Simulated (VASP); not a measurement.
# La: relaxation of cell and atoms with PBEsol

Crystal: La.

```
La
1.0
    -1.81783    1.81783    1.81783
     1.81783   -1.81783    1.81783
     1.81783    1.81783   -1.81783
La
1
Direct
  0.00000 0.00000 0.00000
```

```
Program                : VASP 6.6.1
Task                   : relaxation of cell and atoms
Functional             : PBEsol
Potentials or basis    : VASP PAW PBE potentials, release 64 (La)
Cutoff                 : 600 eV
k mesh                 : 15 × 15 × 15
Occupations            : fermi-dirac, width 0.08 eV
Spin                   : no spin polarisation
Target pressure        : 17 GPa
Dipole correction      : no
Further INCAR settings : ALGO = Normal; EDIFF = 1e-06; IBRION = 2; EDIFFG = -0.005; NSW = 32; ISIF = 3
```

```yaml
Relaxed_volume: 24.10 Å³/atom
Relaxed_cell: a = 3.152 Å, b = 3.152 Å, c = 3.152 Å, α = 109.47°, β = 109.47°, γ = 109.47°
Space_group_after_relaxing_to_0.05_Å: Im-3m (No. 229)
Energy_change_on_relaxing_the_enthalpy_is_what_falls: -8.2 meV/atom
Ionic_steps: 3
Pressure_after_relaxing: 17.0 GPa
```

The path:
```csv
step,energy change (eV),largest force (eV/Å),pressure (GPa),volume (Å³)
1,0.0000,0.0000,17.26,24.03
2,-0.0143,0.0000,16.81,24.16
3,-0.0082,0.0000,17.00,24.10
```

Final structure:
```
La
1.0
    -1.81976    1.81976    1.81976
     1.81976   -1.81976    1.81976
     1.81976    1.81976   -1.81976
La
1
Direct
  0.00000 0.00000 0.00000
```

Levels at points of the mesh, in eV from the Fermi level:
```csv
k point,band 4,band 5,band 6,band 7,band 8,band 9
"(0.00, 0.00, 0.00)",-13.96,-1.96,1.91,1.91,1.91,1.95
```

It took 41 s on 1 thread of Intel(R) Xeon(R) 6975P-C (Granite Rapids), on a shared host, peak memory 0.2 GiB.

Caveat: the cell is relaxed towards a set pressure, so the enthalpy falls and the energy may rise; the PAW data sets were made with another functional, which shifts forces and pressure a little; spin-orbit coupling is left out, which moves the levels of the heavy elements.
